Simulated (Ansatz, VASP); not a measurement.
## Two plane-wave programs on YMg2O2

```
Y Mg O
1.0
     3.17374    0.00240   -0.00226
    -1.58481    2.74464    0.00308
    -0.01143    0.01120   16.26457
Y Mg O
2 4 4
Direct
  0.00177 0.00015 0.00000
  0.99822 0.99984 0.50000
  0.33161 0.66733 0.32925
  0.33428 0.66746 0.82926
  0.66867 0.33277 0.17074
  0.66545 0.33244 0.67074
  0.66462 0.33369 0.40181
  0.66793 0.33392 0.90177
  0.33555 0.66637 0.09823
  0.33191 0.66601 0.59818
```

Change from the starting cell: cell x2, atoms moved at random (sigma 0.1 Å) and cell strained at random (1.5 %), then relaxed without symmetry.

Alike in both runs: functional PBE; k mesh 6 × 6 × 2; occupations gaussian, width 0.2 eV; no spin polarisation.

Ansatz relaxed the structure, and its values are those at the end. VASP's run is a single point on that final structure, the one shown.

|  | VASP | Ansatz |
| --- | --- | --- |
| version | VASP 6.6.1 | Ansatz 0.2.0 |
| potentials or method | VASP PAW PBE potentials, release 64 (Y_sv, Mg, O), cutoff 520 eV | scalar-relativistic, plane waves, PAW |
| valence electrons in the cell | 54 | 86 |

VASP gave:

- gap on the k mesh at the Fermi level (eV): none
- pressure (GPa): -0.2
- rms of the force components (eV/Å): 0.009

**Question.** Which values does Ansatz return?

**Answer.** gap on the k mesh at the Fermi level (eV): none; pressure (GPa): 0.0; rms of the force components (eV/Å): 0.001.

A gap of «none» marks a metal or a gap that the smearing closes. VASP's potentials hold 54 valence electrons a cell and Ansatz's 86, so a difference there can come from the potentials and not from the codes.

The k mesh is coarse, so the values compare programs but aren't converged.
